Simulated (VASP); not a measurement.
Set up this calculation in VASP 6.6.1, as the native input.

| Item | Value |
| --- | --- |
| Task | single point |
| Functional | PBEsol |
| Potentials or basis | VASP PAW PBE potentials, release 64 (Ca_sv, F) |
| Cutoff | 600 eV |
| k mesh | 6 × 6 × 6 |
| Occupations | gaussian, width 0.1 eV |
| Spin | no spin polarisation |
| Dipole correction | no |
| Further INCAR settings | ALGO = Normal; EDIFF = 1e-06; NBANDS = 19 |

The structure of CaF2 (sol) lies in POSCAR:

```
CaF2
1.0
    0.0000000000      2.7316045000      2.7316045000
    2.7316045000      0.0000000000      2.7316045000
    2.7316045000      2.7316045000      0.0000000000
Ca F
1 2
Direct
    0.0000000000      0.0000000000      0.0000000000
    0.2500000000      0.2500000000      0.2500000000
    0.7500000000      0.7500000000      0.7500000000
```

The input as run:

INCAR

```
SYSTEM = CaF2
PREC = Accurate ; ENCUT = 600
EDIFF = 1E-6 ; ISMEAR = 0
SIGMA = 0.1 ; LREAL = .FALSE.
LASPH = .TRUE. ; NELM = 120
ALGO = Normal ; ISIF = 2
LWAVE = .FALSE. ; LCHARG = .FALSE.
GGA = PS ; NBANDS = 19
GGA_COMPAT = .FALSE.
```

KPOINTS

```
regular mesh
0
G
  6 6 6
  0 0 0
```

Potentials or basis: VASP PAW PBE potentials, release 64 (Ca_sv, F).

Run with:

```bash
$ cat potpaw_PBE.64/Ca_sv/POTCAR potpaw_PBE.64/F/POTCAR > POTCAR
$ mpirun -np 1 vasp_std > vasp.out
```

It gave:

| Item | Value |
| --- | --- |
| Pressure | -1.7 GPa |
| Band gap on the k mesh | 7.09 eV, indirect (least direct gap 7.35 eV) |

Caveat: the PAW data sets were made with another functional, which shifts forces and pressure a little.

It took 9.4 s on 1 thread of AMD EPYC 9R45 96-Core Processor (Zen 5) (shared host), peak memory 0.15 GiB.
